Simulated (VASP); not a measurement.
Runs of VASP 6.6.1 on Hf. The structure is that of space group Im-3m (No. 229), or close to it. The cells are those of the table. 

| task | cell | cutoff (eV) | gap on the mesh (eV) | pressure (GPa) |
| --- | --- | --- | --- | --- |
| single point | a = 2.907 Å, angles 109.5°, 1 atom | 520 | none | (a) |
| relaxation of cell and atoms | relaxed to 10 GPa from a = 2.922 Å, angles 109.5°, 1 atom | 600 | none | 10.0 |
| relaxation of cell and atoms | relaxed to 10 GPa from a = 2.907 Å, angles 109.5°, 1 atom | 600 | none | 10.0 |
| single point | a = 2.908 Å, angles 109.5°, 1 atom | 520 | none | 10.2 |

Alike in all rows: level LDA; potentials or basis VASP PAW LDA potentials, release 64 (Hf_pv); no spin polarisation; k mesh 16 × 16 × 16; smearing fermi-dirac 0.1 eV.

Q: Fill in the values left out.

A: (a) 10.3.

Caveats: spin-orbit coupling is left out, which moves the levels of the heavy elements; the cell is relaxed towards a set pressure, so the enthalpy falls and the energy may rise (some runs).

A k mesh can miss the band edges, and the runs leave out spin-orbit coupling on Hf.

A gap of «none» marks levels without a gap at the run's occupations.
